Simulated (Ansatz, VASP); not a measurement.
# One calculation of AlN, two programs

```xyz
4
Lattice="3.1138 0.0000 0.0000 -1.5569 2.6966 0.0000 0.0000 0.0000 4.9837" Properties=species:S:1:pos:R:3 pbc="T T T"
Al    1.5569    0.8989    2.4870
Al    0.0000    1.7977    4.9788
N     1.5569    0.8989    4.3905
N     0.0000    1.7977    1.8987
```

Alike in both runs: functional PBEsol; k mesh 12 × 12 × 6; occupations gaussian, width 0.02 eV; no spin polarisation.

Ansatz relaxed the structure, and its values are those at the end. VASP's run is a single point on that final structure, the one shown.

```csv
,VASP,Ansatz
version,VASP 6.6.1,Ansatz 0.2.0
potentials or method,"VASP PAW PBE potentials, release 64 (Al, N), cutoff 520 eV","scalar-relativistic, plane waves, PAW"
valence electrons in the cell,16,16
```

```tsv
	VASP	Ansatz	Ansatz less VASP
gap on the k mesh at the Fermi level (eV)	4.11	4.09	-0.016
least direct gap on the mesh (eV)	4.11	4.09	-0.016
pressure (GPa)	-0.1	0.0	+0.06
```

VASP's potentials were made for PBE, not for PBEsol.
